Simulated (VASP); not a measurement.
# Sn (I4_1/amd) in VASP: further runs

Runs on Sn. Level: PBEsol. Tasks: single point.

Everything below comes from runs of VASP 6.6.1. Logs are shortened: lines on timing, memory, paths and dates and some standing lists are left out, and cuts for length are marked.

**1. The cell of the first run**

Symmetry: I4_1/amd, No. 141, tetragonal system. Conventional cell: a = 4.223 Å, b = 4.223 Å, c = 6.491 Å, α = 90.00°, β = 90.00°, γ = 90.00°. Within 3.5 Å of Sn (site symmetry -4m2) lie 4 Sn at 2.66 Å.

**2. Single point, PBEsol (strain -0.080 along x and y, +0.000 along z)**

Input file INCAR:

```
  PREC = Accurate
  ENCUT = 520
  EDIFF = 1E-6
  ISMEAR = 0
  SIGMA = 0.15
  LREAL = False
  LASPH = True
  NELM = 60
  ALGO = Fast
  ISIF = 2
  LWAVE = False
  LCHARG = True
  GGA = PS
  LELF = True
  LVHAR = True
  NBANDS = 21
```

Input file KPOINTS:

```
regular mesh
0
Gamma
  12 12 12
```

Input file POSCAR:

```
Sn
1.0
    0.0000000000      2.9859520000      3.2456000000
    2.9859520000      0.0000000000      3.2456000000
    2.9859520000      2.9859520000      0.0000000000
Sn
2
Direct
    0.5000000000      0.5000000000      0.5000000000
    0.7500000000      0.7500000000      0.7500000000
```

Potentials or basis: VASP PAW PBE potentials, release 64 (Sn_d).

Run with:

```
cat potpaw_PBE.64/Sn_d/POTCAR > POTCAR
mpirun -np 1 vasp_std > vasp.out
```

OUTCAR:

```text
PREC = Accurate
   ENCUT = 520
   EDIFF = 1E-6
   ISMEAR = 0
   LREAL = False
   LASPH = True
   NELM = 60
   ISIF = 2
   GGA = PS

 ion  position               nearest neighbor table
   1  0.500  0.500  0.500-   2 2.66   2 2.66   2 2.66   2 2.66
   2  0.750  0.750  0.750-   1 2.66   1 2.66   1 2.66   1 2.66

  LATTYP: Found a body centered tetragonal cell.
 ALAT       =     4.2227738150
 C/A-ratio  =     1.5371886548

  Lattice vectors:

 A1 = (  -2.9859520000,   0.0000000000,   3.2456000000)
 A2 = (   2.9859520000,   0.0000000000,   3.2456000000)
 A3 = (   0.0000000000,   2.9859520000,  -3.2456000000)

Analysis of symmetry for initial positions (statically):
=====================================================================
 Subroutine PRICEL returns:
 Original cell was already a primitive cell.

 Routine SETGRP: Setting up the symmetry group for a
 body centered tetragonal supercell.

 Subroutine GETGRP returns: Found 16 space group operations
 (whereof  8 operations were pure point group operations)
 out of a pool of 16 trial point group operations.

The static configuration has the point symmetry D_2d.
 The point group associated with its full space group is D_4h.

Analysis of symmetry for dynamics (positions and initial velocities):
=====================================================================
 Subroutine PRICEL returns:
 Original cell was already a primitive cell.

 Routine SETGRP: Setting up the symmetry group for a
 body centered tetragonal supercell.

 Subroutine GETGRP returns: Found 16 space group operations
 (whereof  8 operations were pure point group operations)
 out of a pool of 16 trial point group operations.

The dynamic configuration has the point symmetry D_2d.
 The point group associated with its full space group is D_4h.

 Subroutine INISYM returns: Found 16 space group operations
 (whereof  8 operations are pure point group operations),
 and found     1 'primitive' translations

----------------------------------------------------------------------------------------

                                     Primitive cell

  volume of cell :      57.8750

  direct lattice vectors                    reciprocal lattice vectors
     0.000000000  2.985952000  3.245600000    -0.167450783  0.167450783  0.154054720
     2.985952000  0.000000000  3.245600000     0.167450783 -0.167450783  0.154054720
     2.985952000  2.985952000  0.000000000     0.167450783  0.167450783 -0.154054720

  length of vectors
     4.410195994  4.410195994  4.222773815     0.282510860  0.282510860  0.282510860

  position of ions in fractional coordinates (direct lattice)
     0.500000000  0.500000000  0.500000000
     0.750000000  0.750000000  0.750000000

  ion indices of the primitive-cell ions
   primitive index   ion index
                 1           1
                 2           2

----------------------------------------------------------------------------------------

 KPOINTS: regular mesh

Automatic generation of k-mesh.
 Grid dimensions read from file:
 generate k-points for:   12   12   12

 Generating k-lattice:

  Cartesian coordinates                     Fractional coordinates (reciprocal lattice)
    -0.013954232  0.013954232  0.012837893     0.083333333 -0.000000000  0.000000000
     0.013954232 -0.013954232  0.012837893    -0.000000000  0.083333333  0.000000000
     0.013954232  0.013954232 -0.012837893     0.000000000  0.000000000  0.083333333

  Length of vectors
     0.023542572  0.023542572  0.023542572

  Shift w.r.t. Gamma in fractional coordinates (k-lattice)
     0.000000000  0.000000000  0.000000000

 Subroutine IBZKPT returns following result:
 ===========================================

 Found    163 irreducible k-points:

 Following reciprocal coordinates:
            Coordinates               Weight
  0.000000  0.000000  0.000000      1.000000
  0.083333  0.000000  0.000000      8.000000
  0.166667  0.000000  0.000000      8.000000
  0.250000  0.000000  0.000000      8.000000
  0.333333  0.000000  0.000000      8.000000
  0.416667  0.000000  0.000000      8.000000
[... 16 lines left out ...]
  0.500000  0.166667  0.000000      8.000000
 -0.416667  0.166667  0.000000      8.000000
 [... further k-points ...]
   k-points           NKPTS =    163   k-points in BZ     NKDIM =    163   number of bands    NBANDS=     21
   number of dos      NEDOS =    301   number of ions     NIONS =      2
   total plane-waves  NPLWV =  41472
   dimension x,y,z NGX =    36 NGY =   36 NGZ =   32
   dimension x,y,z NGXF=    72 NGYF=   72 NGZF=   64
   ions per type =               2
   NGX,Y,Z   is equivalent  to a cutoff of  13.57, 13.57, 12.60 a.u.
   NGXF,Y,Z  is equivalent  to a cutoff of  27.14, 27.14, 25.20 a.u.
 SYSTEM =  unknown system
   PREC   = accura    normal or accurate (medium, high low for compatibility)
   ISTART =      0    job   : 0-new  1-cont  2-samecut
   ICHARG =      2    charge: 1-file 2-atom 10-const
[... 34 lines left out ...]
  energy-cutoff  :      520.00
  volume of cell :       57.87
 maximum number of plane-waves:      1572
 NGX is ok and might be reduce to    36
   NGX = 17   NGY = 17   NGZ = 15

 number of electron      28.0000002 magnetization

 Free energy of the ion-electron system (eV)
  ---------------------------------------------------
  ext. energy  EPLUGINS =         0.00000000
  ---------------------------------------------------
  free energy    TOTEN  =        -8.05110922 eV

  energy without entropy =       -8.04932082  energy(sigma->0) =       -8.05021502

 E-fermi :   7.5704     XC(G=0):  -9.8245

 val. band max:        7.5573447910   @ k =   0.0833   0.0000   0.0000
 cond. band min:       7.5902891615   @ k =   0.5000   0.0000   0.0000
 fundamental gap:      0.0329443705
 Fermi energy:         7.5703808447

 k-point     1 :       0.0000    0.0000    0.0000
  band No.  band energies     occupation
      1     -14.6277      2.00000
      2     -14.6277      2.00000
      3     -14.5724      2.00000
      4     -14.5391      2.00000
      5     -14.5064      2.00000
      6     -14.0956      2.00000
[... 13 lines left out ...]
     20      14.7656      0.00000
     21      14.8378      0.00000

 k-point     2 :       0.0833    0.0000    0.0000
  band No.  band energies     occupation
      1     -14.6362      2.00000
      2     -14.6266      2.00000
      3     -14.5855      2.00000
      4     -14.5198      2.00000
      5     -14.4958      2.00000
      6     -14.1022      2.00000
[... 13 lines left out ...]
     20      14.1465      0.00000
     21      15.4879      0.00000

 k-point     3 :       0.1667    0.0000    0.0000
  band No.  band energies     occupation
      1     -14.6537      2.00000
      2     -14.6260      2.00000
      3     -14.5977      2.00000
      4     -14.4892      2.00000
      5     -14.4730      2.00000
      6     -14.1174      2.00000
[... 13 lines left out ...]
     20      14.1502      0.00000
     21      14.8212      0.00000

 k-point     4 :       0.2500    0.0000    0.0000
  band No.  band energies     occupation
      1     -14.6706      2.00000
      2     -14.6292      2.00000
      3     -14.5974      2.00000
      4     -14.4612      2.00000
      5     -14.4503      2.00000
      6     -14.1340      2.00000
[... 13 lines left out ...]
     20      14.5195      0.00000
     21      14.6101      0.00000

 k-point     5 :       0.3333    0.0000    0.0000
  band No.  band energies     occupation
      1     -14.6829      2.00000
      2     -14.6322      2.00000
      3     -14.5910      2.00000
      4     -14.4410      2.00000
      5     -14.4343      2.00000
      6     -14.1471      2.00000
[... 13 lines left out ...]
     20      14.9575      0.00000
     21      15.3107      0.00000
[... 382 lines left out ...]
     20      15.3941      0.00000
     21      16.1598      0.00000

 k-point    22 :       0.4167    0.1667    0.0000
  band No.  band energies     occupation
      1     -14.6939      2.00000
      2     -14.6909      2.00000
      3     -14.5847      2.00000
      4     -14.4127      2.00000
      5     -14.3462      2.00000
      6     -14.2736      2.00000
[... 13 lines left out ...]
     20      16.1184      0.00000
     21      16.5735      0.00000

 k-point    23 :       0.5000    0.1667    0.0000
  band No.  band energies     occupation
      1     -14.7017      2.00000
      2     -14.6915      2.00000
      3     -14.5607      2.00000
      4     -14.3950      2.00000
      5     -14.3544      2.00000
      6     -14.2595      2.00000
[... 13 lines left out ...]
     20      16.5045      0.00000
     21      16.6528      0.00000

 k-point    24 :      -0.4167    0.1667    0.0000
  band No.  band energies     occupation
      1     -14.7054      2.00000
      2     -14.6838      2.00000
      3     -14.5444      2.00000
      4     -14.3820      2.00000
      5     -14.3766      2.00000
      6     -14.2317      2.00000
[... 13 lines left out ...]
     20      15.5909      0.00000
     21      15.8542      0.00000

 [... further k-points ...]

------------------------ aborting loop because EDIFF is reached ----------------------------------------

  FORCE on cell =-STRESS in cart. coord.  units (eV):
  Direction    XX          YY          ZZ          XY          YZ          ZX
  --------------------------------------------------------------------------------------
  -------------------------------------------------------------------------------------
  Total        4.7217238      4.7217238      3.7127644      0.0000000     -0.0000000     -0.0000000
  in kB      130.7135259    130.7135259    102.7820638      0.0000000     -0.0000000     -0.0000000
  external PRESSURE =     121.4030385 kB  Pullay stress =       0.0000000 kB

 VOLUME and BASIS-vectors are now :
 -----------------------------------------------------------------------------
  energy-cutoff  :      520.00
  volume of cell :       57.87
      direct lattice vectors                 reciprocal lattice vectors
     0.000000000  2.985952000  3.245600000    -0.167450783  0.167450783  0.154054720
     2.985952000  0.000000000  3.245600000     0.167450783 -0.167450783  0.154054720
     2.985952000  2.985952000  0.000000000     0.167450783  0.167450783 -0.154054720

 POSITION                                       TOTAL-FORCE (eV/Angst)
 -----------------------------------------------------------------------------------
      2.98595      2.98595      3.24560         0.000000      0.000000      0.000000
      4.47893      4.47893      4.86840        -0.000000     -0.000000     -0.000000
 -----------------------------------------------------------------------------------
    total drift:                                0.000000      0.000000      0.000000

  FREE ENERGIE OF THE ION-ELECTRON SYSTEM (eV)
  ---------------------------------------------------
  free  energy   TOTEN  =        -8.0511092214 eV

  energy  without entropy=       -8.0493208185  energy(sigma->0) =       -8.05021502
```

Run time: 5.7 min. Hardware: 1 thread of Intel Xeon 8259CL, shared host; peak memory 0.3 GiB.

What came out:

```
Free energy            : -8.0511 eV
Pressure               : 12.1 GPa
Band gap on the k mesh : zero (bands 14 and 15 overlap by 0.19 eV)
```

Stress tensor (GPa, compression positive):
```
13.07  0.00  0.00
 0.00 13.07  0.00
 0.00  0.00 10.28
```

Levels at points of the mesh, in eV from the Fermi level:
| k point | band 10 | band 11 | band 12 | band 13 | band 14 | band 15 | band 16 | band 17 | band 18 | band 19 |
| --- | --- | --- | --- | --- | --- | --- | --- | --- | --- | --- |
| (0.00, 0.00, 0.00) | -21.57 | -12.01 | -0.52 | 0.17 | 0.17 | 0.30 | 1.92 | 1.92 | 2.25 | 4.81 |
| (0.50, 0.00, 0.00) | -21.50 | -9.99 | -7.23 | -1.92 | -1.17 | 0.02 | 3.01 | 3.37 | 5.24 | 8.66 |
| (0.50, 0.50, 0.00) | -21.46 | -8.59 | -8.59 | -2.84 | -2.84 | 0.81 | 0.81 | 8.58 | 8.58 | 10.09 |
| (0.50, 0.00, 0.50) | -21.52 | -8.18 | -8.18 | -3.37 | -3.37 | 0.18 | 0.18 | 8.21 | 8.21 | 9.64 |

Caveat: the cell differs from its parent crystal (strain -0.080 along x and y, +0.000 along z); the cell stands under pressure; the PAW data sets were made with another functional, which shifts forces and pressure a little; spin-orbit coupling is left out, which moves the levels of the heavy elements.

**3. Single point, PBEsol (strain -0.040 along x and y, -0.080 along z)**

Input file INCAR:

```
PREC = Accurate
ENCUT = 520
EDIFF = 1E-6
ISMEAR = 0
SIGMA = 0.15
LREAL = F
LASPH = T
NELM = 60
ALGO = Fast
ISIF = 2
LWAVE = F
LCHARG = F
GGA = PS
NBANDS = 21
```

KPOINTS is that of step 2.

Input file POSCAR:

```
Sn
1.0
    0.0000000000      3.1157760000      2.9859520000
    3.1157760000      0.0000000000      2.9859520000
    3.1157760000      3.1157760000      0.0000000000
Sn
2
Direct
    0.5000000000      0.5000000000      0.5000000000
    0.7500000000      0.7500000000      0.7500000000
```

Potentials or basis: VASP PAW PBE potentials, release 64 (Sn_d).

Run with:

```
cat potpaw_PBE.64/Sn_d/POTCAR > POTCAR
mpirun -np 1 vasp_std > vasp.out
```

Wall time 4.2 min (1 thread of Intel Xeon 8259CL, shared host); peak memory 0.3 GiB.

Results (log left out):

* Free energy: -8.0802 eV
* Pressure: 12.1 GPa
* Band gap on the k mesh: zero (bands 14 and 15 overlap by 0.18 eV)

Stress tensor (GPa, compression positive):
```
11.78  0.00  0.00
 0.00 11.78  0.00
 0.00  0.00 12.74
```

Levels at points of the mesh, in eV from the Fermi level:
| k point | band 12 | band 13 | band 14 | band 15 | band 16 | band 17 |
| --- | --- | --- | --- | --- | --- | --- |
| (0.00, 0.00, 0.00) | -0.14 | -0.14 | 0.16 | 0.36 | 1.91 | 2.08 |
| (0.50, 0.00, 0.00) | -7.21 | -1.70 | -1.36 | 0.14 | 2.99 | 3.29 |
| (0.50, 0.50, 0.00) | -8.16 | -3.37 | -3.37 | 0.19 | 0.19 | 8.66 |
| (0.50, 0.00, 0.50) | -8.37 | -3.10 | -3.10 | 0.50 | 0.50 | 8.53 |

Caveat: the cell differs from its parent crystal (strain -0.040 along x and y, -0.080 along z); the cell stands under pressure; the PAW data sets were made with another functional, which shifts forces and pressure a little; spin-orbit coupling is left out, which moves the levels of the heavy elements.

**4. Single point, PBEsol (strain -0.080 along x and y, +0.040 along z)**

Input file INCAR:

```
SYSTEM = Sn
ALGO     = Fast           ! electronic algorithm
EDIFF    = 1E-6           ! SCF threshold, eV
ENCUT    = 520            ! plane-wave cutoff, eV
GGA      = PS             ! functional
ISIF     = 2              ! what is computed and relaxed
ISMEAR   = 0              ! smearing method
LASPH    = .TRUE.         ! aspherical terms in the spheres
LCHARG   = .FALSE.        ! write CHGCAR
LREAL    = .FALSE.        ! projectors in reciprocal space
LWAVE    = .FALSE.        ! write WAVECAR
NBANDS   = 21             ! bands
NELM     = 80             ! most SCF steps
PREC     = Accurate       ! precision mode
SIGMA    = 0.15           ! smearing width, eV
```

Input file KPOINTS:

```
k-points
0
G
  12 12 12
  0 0 0
```

Input file POSCAR:

```
Sn
1.0
    0.0000000000      2.9859520000      3.3754240000
    2.9859520000      0.0000000000      3.3754240000
    2.9859520000      2.9859520000      0.0000000000
Sn
2
Direct
    0.5000000000      0.5000000000      0.5000000000
    0.7500000000      0.7500000000      0.7500000000
```

Run with:

```
cat potpaw_PBE.64/Sn_d/POTCAR > POTCAR
mpirun -np 1 vasp_std > vasp.out
```

Wall time 5.7 min (1 thread of Intel Xeon 8259CL, shared host); peak memory 0.31 GiB.

The run converged. Its results:

| Quantity | Value |
| --- | --- |
| Free energy | -8.1664 eV |
| Pressure | 8.6 GPa |
| Band gap on the k mesh | zero (bands 14 and 15 overlap by 0.48 eV) |

Stress tensor (GPa, compression positive):
```
10.08  0.00  0.00
 0.00 10.08  0.00
 0.00  0.00  5.65
```

Levels at points of the mesh, in eV from the Fermi level:
| k point | band 11 | band 12 | band 13 | band 14 | band 15 | band 16 | band 17 | band 18 |
| --- | --- | --- | --- | --- | --- | --- | --- | --- |
| (0.00, 0.00, 0.00) | -11.64 | -0.71 | -0.04 | 0.31 | 0.31 | 1.95 | 1.95 | 2.42 |
| (0.50, 0.00, 0.00) | -9.72 | -6.98 | -1.96 | -0.88 | -0.17 | 3.11 | 3.50 | 5.41 |
| (0.50, 0.50, 0.00) | -8.48 | -8.48 | -2.48 | -2.48 | 1.10 | 1.10 | 8.28 | 8.28 |
| (0.50, 0.00, 0.50) | -7.91 | -7.91 | -3.23 | -3.23 | 0.20 | 0.20 | 7.65 | 7.65 |

Caveat: the cell differs from its parent crystal (strain -0.080 along x and y, +0.040 along z); the cell stands under pressure; the PAW data sets were made with another functional, which shifts forces and pressure a little; spin-orbit coupling is left out, which moves the levels of the heavy elements.

**5. Single point, PBEsol (strain -0.080 along x and y, +0.080 along z)**

Input file INCAR:

```
SYSTEM = Sn
  ALGO = Fast
  EDIFF = 1E-6
  ENCUT = 520
  GGA = PS
  ISIF = 2
  ISMEAR = 0
  LASPH = .True.
  LCHARG = .False.
  LREAL = .False.
  LWAVE = .False.
  NBANDS = 21
  NELM = 60
  PREC = Accurate
  SIGMA = 0.15
```

Input file KPOINTS:

```
k-points
0
Gamma
  12 12 12
  0 0 0
```

Input file POSCAR:

```
Sn
1.0
    0.0000000000      2.9859520000      3.5052480000
    2.9859520000      0.0000000000      3.5052480000
    2.9859520000      2.9859520000      0.0000000000
Sn
2
Direct
    0.5000000000      0.5000000000      0.5000000000
    0.7500000000      0.7500000000      0.7500000000
```

Run with:

```
cat potpaw_PBE.64/Sn_d/POTCAR > POTCAR
mpirun -np 1 vasp_std > vasp.out
```

It took 5.3 min on 1 thread of Intel Xeon 8259CL, shared host; peak memory 0.31 GiB.

The run converged. Its results:

* Free energy: -8.2198 eV
* Pressure: 5.7 GPa
* Band gap on the k mesh: zero (bands 14 and 15 overlap by 0.80 eV)

Stress tensor (GPa, compression positive):
```
7.70 0.00 0.00
0.00 7.70 0.00
0.00 0.00 1.69
```

Levels at points of the mesh, in eV from the Fermi level:
```csv
k point,band 11,band 12,band 13,band 14,band 15,band 16,band 17,band 18
"(0.00, 0.00, 0.00)",-11.35,-0.94,-0.44,0.40,0.40,1.93,1.93,2.55
"(0.50, 0.00, 0.00)",-9.51,-6.80,-2.03,-0.66,-0.40,3.17,3.57,5.52
"(0.50, 0.50, 0.00)",-8.41,-8.41,-2.19,-2.19,1.31,1.31,7.92,7.92
"(0.50, 0.00, 0.50)",-7.71,-7.71,-3.13,-3.13,0.18,0.18,7.08,7.08
```

Caveat: the cell differs from its parent crystal (strain -0.080 along x and y, +0.080 along z); the stress differs along the axes, from 2 to 8 GPa; the PAW data sets were made with another functional, which shifts forces and pressure a little; spin-orbit coupling is left out, which moves the levels of the heavy elements.

**6. Overview**

| cell | gap on the mesh (eV) | pressure (GPa) |
| --- | --- | --- |
| a = 4.410, b = 4.410, c = 4.223 Å, angles 61.4, 61.4, 57.2°, 2 atoms | none | 12.1 |
| a = 4.316, b = 4.316, c = 4.406 Å, angles 59.3, 59.3, 61.4°, 2 atoms | none | 12.1 |
| a = 4.507, b = 4.507, c = 4.223 Å, angles 62.1, 62.1, 55.9°, 2 atoms | none | 8.6 |
| a = 4.605, b = 4.605, c = 4.223 Å, angles 62.7, 62.7, 54.6°, 2 atoms | none | 5.7 |

Alike in all rows: task single point; level PBEsol; potentials or basis VASP PAW PBE potentials, release 64 (Sn_d); no spin polarisation; k mesh 12 × 12 × 12; cutoff (eV) 520; smearing gaussian 0.15 eV.

Caveats: the PAW data sets were made with another functional, which shifts forces and pressure a little; spin-orbit coupling is left out, which moves the levels of the heavy elements; the cell stands under pressure (at least some runs); the stress differs along the axes, from 2 to 8 GPa (at least some runs).

Total energies depend on the potentials used, so only differences within one code and one set of settings carry meaning.

The gap in the log of VASP goes by the Fermi energy; the results here count the filled bands.